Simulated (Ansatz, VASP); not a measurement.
**One calculation of TlRh2, two programs**

```xyz
6
Lattice="3.0336 0.0004 0.0005 0.0002 5.1896 0.0102 0.0009 0.0126 6.5802" Properties=species:S:1:pos:R:3 pbc="T T T"
Tl    1.5164    2.5951    0.0050
Tl    3.0335    5.1901    0.0111
Rh    1.5169    0.8766    4.3017
Rh    0.0010    3.4718    4.3069
Rh    0.0005    1.7310    2.2838
Rh    1.5181    4.3252    2.2889
```

Change from the starting cell: cell x2, atoms moved at random (sigma 0.15 Å) and cell strained at random (1.5 %), then relaxed without symmetry.

Alike in both runs: functional PBE; k mesh 8 × 4 × 4; occupations gaussian, width 0.2 eV; no spin polarisation.

Ansatz relaxed the structure, and its values are those at the end. VASP's run is a single point on that final structure, the one shown.

|  | VASP | Ansatz |
| --- | --- | --- |
| version | VASP 6.6.1 | Ansatz 0.2.0 |
| potentials or method | VASP PAW PBE potentials, release 64 (Tl_d, Rh_pv), cutoff 520 eV | scalar-relativistic, plane waves, PAW |
| valence electrons in the cell | 86 | 94 |

VASP gave:

- gap on the k mesh at the Fermi level (eV): none
- pressure (GPa): 0.0
- rms of the force components (eV/Å): 0.002

Question: Which values does Ansatz return?

Answer: gap on the k mesh at the Fermi level (eV): none; pressure (GPa): 0.0; rms of the force components (eV/Å): 0.004.

A gap of «none» marks a metal or a gap that the smearing closes. VASP's potentials hold 86 valence electrons a cell and Ansatz's 94, so a difference there can come from the potentials and not from the codes.

Spin-orbit coupling is off throughout.
